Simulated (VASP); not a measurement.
Here is a VASP 6.6.1 calculation.

File INCAR:

```
  PREC = Accurate
  ENCUT = 520
  EDIFF = 1E-7
  ISMEAR = -1
  SIGMA = 0.1
  LREAL = False
  LASPH = True
  NELM = 80
  ALGO = Normal
  ISIF = 2
  LWAVE = False
  LCHARG = True
  GGA = B5
  ALDAX = 1.0
  AGGAX = 1.0
  AGGAC = 1.0
  ALDAC = 0.0
  LELF = True
  LVHAR = True
  NBANDS = 28
```

Contents of KPOINTS:

```
regular mesh
0
Gamma
  10 10 13
```

File POSCAR:

```
Ru
1.0
    4.4445460449      0.0000000000      0.0000000000
   -2.2222730224      3.8490897832      0.0000000000
    0.0000000000      0.0000000000      2.8037728658
Ru
3
Direct
    0.0000000000      0.0000000000      0.0000000000
    0.3333333333      0.6666666667      0.5000000000
    0.6666666667      0.3333333333      0.5000000000
```

Potentials or basis: VASP PAW PBE potentials, release 64 (Ru_pv).

The run is started by

```bash
$ cat potpaw_PBE.64/Ru_pv/POTCAR > POTCAR
$ mpirun -np 1 vasp_std > vasp.out
```

Problem. Predict the band gap on the k mesh.

Solution. Zero (band 21 reaches 11.55 eV, above the bottom of band 22 at 9.65 eV).

Problem. Estimate the pressure.

Solution. -15.5 GPa.

Stress tensor (GPa, compression positive):
```
-16.28   0.00   0.00
  0.00 -16.28   0.00
  0.00   0.00 -13.95
```

Caveat: the PAW data sets were made with another functional, which shifts forces and pressure a little.
